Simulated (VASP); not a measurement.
# Si (Fd-3m) in VASP: a series of runs

Runs on Si. Level: LDA. Tasks: single point.

Program: VASP 6.6.1. These are calculated values, not measurements. Logs are shortened: lines on timing, memory, paths and dates and some standing lists are left out, and cuts for length are marked.

**1. The cell of the first run**

The structure is cubic, space group Fd-3m (No. 227). The conventional cell has a = 5.403 Å, b = 5.403 Å, c = 5.403 Å, α = 90.00°, β = 90.00°, γ = 90.00°. Within 3.1 Å of Si (site symmetry -43m) lie 4 Si at 2.34 Å.

**2. Single point, LDA**

INCAR

```
PREC     = Accurate       # precision mode
ENCUT    = 520            # plane-wave cutoff, eV
EDIFF    = 1E-6           # SCF threshold, eV
ISMEAR   = 1              # smearing method
SIGMA    = 0.03           # smearing width, eV
LREAL    = False          # projectors in reciprocal space
LASPH    = True           # aspherical terms in the spheres
NELM     = 60             # most SCF steps
ALGO     = Normal         # electronic algorithm
ISIF     = 2              # what is computed and relaxed
LWAVE    = False          # write WAVECAR
LCHARG   = False          # write CHGCAR
GGA      = CA             # functional
NBANDS   = 11             # bands
```

KPOINTS

```
regular mesh
0
Gamma
  10 10 10
```

POSCAR

```
Si
1.0
    0.0000000000      2.7016643793      2.7016643793
    2.7016643793      0.0000000000      2.7016643793
    2.7016643793      2.7016643793      0.0000000000
Si
2
Direct
    0.5000000000      0.5000000000      0.5000000000
    0.7500000000      0.7500000000      0.7500000000
```

Potentials or basis: VASP PAW LDA potentials, release 64 (Si).

Launch:

```
> cat potpaw_LDA.64/Si/POTCAR > POTCAR
> mpirun -np 1 vasp_std > vasp.out
```

OUTCAR:

```text
PREC = Accurate
   ENCUT = 520
   EDIFF = 1E-6
   ISMEAR = 1
   LREAL = False
   LASPH = True
   NELM = 60
   ISIF = 2
   GGA = CA

 ion  position               nearest neighbor table
   1  0.500  0.500  0.500-   2 2.34   2 2.34   2 2.34   2 2.34
   2  0.750  0.750  0.750-   1 2.34   1 2.34   1 2.34   1 2.34

  LATTYP: Found a face centered cubic cell.
 ALAT       =     5.4033287586

  Lattice vectors:

 A1 = (   0.0000000000,   2.7016643793,   2.7016643793)
 A2 = (   2.7016643793,   0.0000000000,   2.7016643793)
 A3 = (   2.7016643793,   2.7016643793,   0.0000000000)

Analysis of symmetry for initial positions (statically):
=====================================================================
 Subroutine PRICEL returns:
 Original cell was already a primitive cell.

 Routine SETGRP: Setting up the symmetry group for a
 face centered cubic supercell.

 Subroutine GETGRP returns: Found 48 space group operations
 (whereof 24 operations were pure point group operations)
 out of a pool of 48 trial point group operations.

The static configuration has the point symmetry T_d .
 The point group associated with its full space group is O_h .

Analysis of symmetry for dynamics (positions and initial velocities):
=====================================================================
 Subroutine PRICEL returns:
 Original cell was already a primitive cell.

 Routine SETGRP: Setting up the symmetry group for a
 face centered cubic supercell.

 Subroutine GETGRP returns: Found 48 space group operations
 (whereof 24 operations were pure point group operations)
 out of a pool of 48 trial point group operations.

The dynamic configuration has the point symmetry T_d .
 The point group associated with its full space group is O_h .

 Subroutine INISYM returns: Found 48 space group operations
 (whereof 24 operations are pure point group operations),
 and found     1 'primitive' translations

----------------------------------------------------------------------------------------

                                     Primitive cell

  volume of cell :      39.4388

  direct lattice vectors                    reciprocal lattice vectors
     0.000000000  2.701664379  2.701664379    -0.185071101  0.185071101  0.185071101
     2.701664379  0.000000000  2.701664379     0.185071101 -0.185071101  0.185071101
     2.701664379  2.701664379  0.000000000     0.185071101  0.185071101 -0.185071101

  length of vectors
     3.820730406  3.820730406  3.820730406     0.320552549  0.320552549  0.320552549

  position of ions in fractional coordinates (direct lattice)
     0.500000000  0.500000000  0.500000000
     0.750000000  0.750000000  0.750000000

  ion indices of the primitive-cell ions
   primitive index   ion index
                 1           1
                 2           2

----------------------------------------------------------------------------------------

 KPOINTS: regular mesh

Automatic generation of k-mesh.
 Grid dimensions read from file:
 generate k-points for:   10   10   10

 Generating k-lattice:

  Cartesian coordinates                     Fractional coordinates (reciprocal lattice)
    -0.018507110  0.018507110  0.018507110     0.100000000  0.000000000  0.000000000
     0.018507110 -0.018507110  0.018507110     0.000000000  0.100000000  0.000000000
     0.018507110  0.018507110 -0.018507110     0.000000000  0.000000000  0.100000000

  Length of vectors
     0.032055255  0.032055255  0.032055255

  Shift w.r.t. Gamma in fractional coordinates (k-lattice)
     0.000000000  0.000000000  0.000000000

 Subroutine IBZKPT returns following result:
 ===========================================

 Found     47 irreducible k-points:

 Following reciprocal coordinates:
            Coordinates               Weight
  0.000000  0.000000  0.000000      1.000000
  0.100000  0.000000  0.000000      8.000000
  0.200000  0.000000  0.000000      8.000000
  0.300000  0.000000  0.000000      8.000000
  0.400000  0.000000  0.000000      8.000000
  0.500000  0.000000  0.000000      4.000000
[... 16 lines left out ...]
  0.300000  0.300000  0.000000      6.000000
  0.400000  0.300000  0.000000     24.000000
 [... further k-points ...]
   k-points           NKPTS =     47   k-points in BZ     NKDIM =     47   number of bands    NBANDS=     11
   number of dos      NEDOS =    301   number of ions     NIONS =      2
   total plane-waves  NPLWV =  21952
   dimension x,y,z NGX =    28 NGY =   28 NGZ =   28
   dimension x,y,z NGXF=    56 NGYF=   56 NGZF=   56
   ions per type =               2
   NGX,Y,Z   is equivalent  to a cutoff of  12.18, 12.18, 12.18 a.u.
   NGXF,Y,Z  is equivalent  to a cutoff of  24.37, 24.37, 24.37 a.u.
 SYSTEM =  unknown system
   PREC   = accura    normal or accurate (medium, high low for compatibility)
   ISTART =      0    job   : 0-new  1-cont  2-samecut
   ICHARG =      2    charge: 1-file 2-atom 10-const
   ISPIN  =      1    spin polarized calculation?
   LNONCOLLINEAR =      F non collinear calculations
   LSORBIT =      F    spin-orbit coupling
   LASPH  =      T    aspherical Exc in radial PAW
   ENCUT  =  520.0 eV  38.22 Ry    6.18 a.u.   7.10  7.10  7.10*2*pi/ulx,y,z
   NELM   =     60;   NELMIN=  2; NELMDL= -5     # of ELM steps
   EDIFF  = 0.1E-05   stopping-criterion for ELM
   LREAL  =      F    real-space projection
   EDIFFG = 0.1E-04   stopping-criterion for IOM
   NSW    =      0    number of steps for IOM
   IBRION =     -1    ionic relax: 0-MD 1-quasi-New 2-CG
   NFREE  =      0    steps in history (QN), initial steepest desc. (CG)
   ISIF   =      2    stress and relaxation
   ISYM   =      2    0-nonsym 1-usesym 2-fastsym
   POTIM  = 0.5000    time-step for ionic-motion
   TEBEG  =    0.0;   TEEND  =   0.0 temperature during run
   PSTRESS=    0.0 pullay stress
   NELECT =       8.0000    total number of electrons
   NUPDOWN=      -1.0000    fix difference up-down
   EMIN   =  10.00;   EMAX   =-10.00  energy-range for DOS
   EFERMI =   0.00;   METHOD = LEGACY
   ISMEAR =     1;   SIGMA  =   0.03  broadening in eV -4-tet -1-fermi 0-gaus
   EFERMI_NEDOS =   21; number of points for ismear=-14 and -15
   IALGO  =     38    algorithm
   IMIX   =      4    mixing-type and parameters
     AMIX     =   0.40;   BMIX     =  1.00
     AMIX_MAG =   1.60;   BMIX_MAG =  1.00
  volume/ion in A,a.u.               =      19.72       133.07
  Fermi-wavevector in a.u.,A,eV,Ry     =   0.961900  1.817728 12.588822  0.925252
  Thomas-Fermi vector in A             =   2.091313
   LORBIT       =      0    0 simple, 1 ext, 2 COOP (PROOUT), +10 PAW based schemes
   GGA     = CA    functional components
   LHFCALC =     F    Hartree Fock is set to
   AEXX    =    0.0000 exact exchange contribution
   IVDW    =     0    specifies the selected vdW correction
   LEPSILON=     F    determine dielectric tensor
   LRPA    =     F    only Hartree local field effects (RPA)
 non-spin polarized calculation
 Methfessel and Paxton  Order N= 1 SIGMA  =   0.03
  energy-cutoff  :      520.00
  volume of cell :       39.44
 maximum number of plane-waves:      1073
   NGX = 15   NGY = 15   NGZ = 15

 number of electron       8.0000001 magnetization

 Free energy of the ion-electron system (eV)
  ---------------------------------------------------
  ext. energy  EPLUGINS =         0.00000000
  ---------------------------------------------------
  free energy    TOTEN  =       -11.91908249 eV

  energy without entropy =      -11.91908770  energy(sigma->0) =      -11.91908423

 E-fermi :   5.9508     XC(G=0):  -9.6627

 val. band max:        5.9255282201   @ k =   0.0000   0.0000   0.0000
 cond. band min:       6.3793807955   @ k =   0.4000   0.4000   0.0000
 fundamental gap:      0.4538525754
 Fermi energy:         5.9507846828

 k-point     1 :       0.0000    0.0000    0.0000
  band No.  band energies     occupation
      1      -6.1358      2.00000
      2       5.9255      2.00000
      3       5.9255      2.00000
      4       5.9255      2.00000
      5       8.4561      0.00000
      6       8.4561      0.00000
      7       8.4561      0.00000
      8       9.3089      0.00000
      9      13.6611      0.00000
     10      13.6611      0.00000
     11      13.6676      0.00000

 k-point     2 :       0.1000    0.0000    0.0000
  band No.  band energies     occupation
      1      -6.0031      2.00000
      2       4.7668      2.00000
      3       5.7234      2.00000
      4       5.7234      2.00000
      5       8.4660      0.00000
      6       8.7527      0.00000
      7       8.7527      0.00000
      8      10.2235      0.00000
      9      13.2825      0.00000
     10      13.2825      0.00000
     11      14.2244      0.00000

 k-point     3 :       0.2000    0.0000    0.0000
  band No.  band energies     occupation
      1      -5.6112      2.00000
      2       2.8839      2.00000
      3       5.3383      2.00000
      4       5.3383      2.00000
      5       8.1022      0.00000
      6       9.2627      0.00000
      7       9.2627      0.00000
      8      11.9660      0.00000
      9      12.9494      0.00000
     10      12.9494      0.00000
     11      14.9033      0.00000

 k-point     4 :       0.3000    0.0000    0.0000
  band No.  band energies     occupation
      1      -4.9863      2.00000
      2       1.0765      2.00000
      3       5.0015      2.00000
      4       5.0015      2.00000
      5       7.7342      0.00000
      6       9.4215      0.00000
      7       9.4215      0.00000
      8      13.4841      0.00000
      9      13.4991      0.00000
     10      13.4991      0.00000
     11      14.7024      0.00000

 k-point     5 :       0.4000    0.0000    0.0000
  band No.  band energies     occupation
      1      -4.2242      2.00000
      2      -0.4218      2.00000
      3       4.7889      2.00000
      4       4.7889      2.00000
      5       7.4921      0.00000
      6       9.2914      0.00000
      7       9.2914      0.00000
      8      13.5862      0.00000
      9      14.9045      0.00000
     10      14.9045      0.00000
     11      15.9592      0.00000
[... 211 lines left out ...]
 k-point    21 :      -0.3000    0.2000    0.0000
  band No.  band energies     occupation
      1      -4.0370      2.00000
      2       0.1652      2.00000
      3       2.4012      2.00000
      4       4.5944      2.00000
      5       8.3109      0.00000
      6      10.4285      0.00000
      7      10.4826      0.00000
      8      12.5952      0.00000
      9      12.7081      0.00000
     10      15.4357      0.00000
     11      17.7749      0.00000

 k-point    22 :      -0.2000    0.2000    0.0000
  band No.  band energies     occupation
      1      -4.7676      2.00000
      2       1.4232      2.00000
      3       2.8558      2.00000
      4       5.0732      2.00000
      5       8.7751      0.00000
      6       9.8952      0.00000
      7      10.1818      0.00000
      8      11.6137      0.00000
      9      11.9899      0.00000
     10      16.5460      0.00000
     11      16.7342      0.00000

 k-point    23 :       0.3000    0.3000    0.0000
  band No.  band energies     occupation
      1      -4.5659      2.00000
      2       1.4991      2.00000
      3       3.6619      2.00000
      4       3.6619      2.00000
      5       6.6758      0.00000
      6       8.2228      0.00000
      7      12.5725      0.00000
      8      12.5725      0.00000
      9      15.0670      0.00000
     10      15.4144      0.00000
     11      18.2612      0.00000

 k-point    24 :       0.4000    0.3000    0.0000
  band No.  band energies     occupation
      1      -3.9442      2.00000
      2       0.4842      2.00000
      3       3.0135      2.00000
      4       3.4553      2.00000
      5       6.8640      0.00000
      6       8.0581      0.00000
      7      12.8716      0.00000
      8      12.9878      0.00000
      9      16.4290      0.00000
     10      16.7076      0.00000
     11      18.0187      0.00000

 [... further k-points ...]
[... 5 lines left out ...]
  --------------------------------------------------------------------------------------
  -------------------------------------------------------------------------------------
  Total       -0.0065418     -0.0065418     -0.0065418     -0.0000000      0.0000000      0.0000000
  in kB       -0.2657579     -0.2657579     -0.2657579     -0.0000000      0.0000000      0.0000000
  external PRESSURE =      -0.2657579 kB  Pullay stress =       0.0000000 kB

 VOLUME and BASIS-vectors are now :
 -----------------------------------------------------------------------------
  energy-cutoff  :      520.00
  volume of cell :       39.44
      direct lattice vectors                 reciprocal lattice vectors
     0.000000000  2.701664379  2.701664379    -0.185071101  0.185071101  0.185071101
     2.701664379  0.000000000  2.701664379     0.185071101 -0.185071101  0.185071101
     2.701664379  2.701664379  0.000000000     0.185071101  0.185071101 -0.185071101

 POSITION                                       TOTAL-FORCE (eV/Angst)
 -----------------------------------------------------------------------------------
      2.70166      2.70166      2.70166        -0.000000      0.000000     -0.000000
      4.05250      4.05250      4.05250         0.000000     -0.000000      0.000000
 -----------------------------------------------------------------------------------
    total drift:                                0.000000      0.000000     -0.000000

  FREE ENERGIE OF THE ION-ELECTRON SYSTEM (eV)
  ---------------------------------------------------
  free  energy   TOTEN  =       -11.9190824858 eV

  energy  without entropy=      -11.9190877039  energy(sigma->0) =      -11.91908423
```

It took 20 s on 1 thread of Intel Xeon Platinum 8375C at 2.90GHz (Ice Lake), shared host; peak memory 0.13 GiB.

What came out:

| Item | Value |
| --- | --- |
| Free energy | -11.9191 eV |
| Pressure | 0.0 GPa |
| Band gap on the k mesh | 0.45 eV, indirect (least direct gap 2.53 eV) |

A k mesh can miss the band edges.

**3. Single point, LDA**

INCAR

```
  PREC = Accurate
  ENCUT = 520
  EDIFF = 1E-6
  ISMEAR = 1
  SIGMA = 0.1
  LREAL = F
  LASPH = T
  NELM = 100
  ALGO = Normal
  ISIF = 2
  LWAVE = F
  LCHARG = F
  GGA = CA
  NBANDS = 11
```

KPOINTS

```
Automatic mesh
0
Gamma
  10 10 10
```

POSCAR is that of step 2.

Potentials or basis: VASP PAW LDA potentials, release 64 (Si).

Launch:

```
> cat potpaw_LDA.64/Si/POTCAR > POTCAR
> mpirun -np 1 vasp_std > vasp.out
```

Run time: 19 s. Hardware: 1 thread of Intel Xeon Platinum 8375C at 2.90GHz (Ice Lake), shared host; peak memory 0.13 GiB.

Results (log left out):

* Free energy: -11.9191 eV
* Pressure: 0.0 GPa
* Band gap on the k mesh: 0.45 eV, indirect (least direct gap 2.53 eV)

Levels at points of the mesh, in eV from the valence-band top:
```
           k point  band 2  band 3  band 4  band 5  band 6  band 7
(0.00, 0.00, 0.00)    0.00    0.00    0.00    2.53    2.53    2.53
(0.50, 0.00, 0.00)   -7.06   -1.21   -1.21    1.48    3.29    3.29
(0.50, 0.50, 0.00)   -7.86   -2.89   -2.89    0.58    0.58   10.11
```

A k mesh can miss the band edges. As with any semilocal functional, this LDA gap is likely too small.

[end of part 1 of 2]
